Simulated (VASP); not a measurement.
Set up this calculation in VASP 6.6.1, as the native input.

| Item | Value |
| --- | --- |
| Task | single point |
| Functional | PBEsol |
| Potentials or basis | VASP PAW PBE potentials, release 64 (B, N) |
| Cutoff | 520 eV |
| k mesh | 12 × 12 × 4 |
| Occupations | gaussian, width 0.05 eV |
| Spin | no spin polarisation |
| Dipole correction | no |
| Further INCAR settings | ALGO = Normal; EDIFF = 1e-06; NBANDS = 16 |

The structure of BN lies in POSCAR:

```
BN
1.0
    2.5852983215      0.0000000000      0.0000000000
   -1.2926491607      2.2389340228      0.0000000000
    0.0000000000      0.0000000000      6.5896500000
B N
2 2
Direct
    0.0000000000      0.0000000000      0.5000000000
    0.3333333333      0.6666666667      0.0000000000
    0.0000000000      0.0000000000      0.0000000000
    0.6666666667      0.3333333333      0.5000000000
```

This cell differs from its parent crystal: strain +0.030 along x and y, -0.015 along z.

These files were run (other wordings do the same):

INCAR

```
SYSTEM = BN
PREC = Accurate
ENCUT = 520
EDIFF = 1E-6
ISMEAR = 0
SIGMA = 0.05
LREAL = .False.
LASPH = .True.
NELM = 60
ALGO = Normal
ISIF = 2
LWAVE = .False.
LCHARG = .False.
GGA = PS
NBANDS = 16
```

KPOINTS

```
Automatic mesh
0
Gamma
  12 12 4
  0 0 0
```

Potentials or basis: VASP PAW PBE potentials, release 64 (B, N).

Launch:

```bash
$ cat potpaw_PBE.64/B/POTCAR potpaw_PBE.64/N/POTCAR > POTCAR
$ mpirun -np 1 vasp_std > vasp.out
```

It gave:

```yaml
Pressure: -19.6 GPa
Band_gap_on_the_k_mesh: 4.08 eV, indirect (least direct gap 4.14 eV)
```

Caveat: the cell differs from its parent crystal (strain +0.030 along x and y, -0.015 along z); the PAW data sets were made with another functional, which shifts forces and pressure a little; this functional lacks dispersion, which binds the layers, so the pressure and a relaxed spacing across them are unreliable.

Wall time 24 s on 1 thread of Intel(R) Xeon(R) Platinum 8259CL CPU @ 2.50GHz (Skylake/Cascade Lake), with other jobs on the host, peak memory 0.16 GiB.
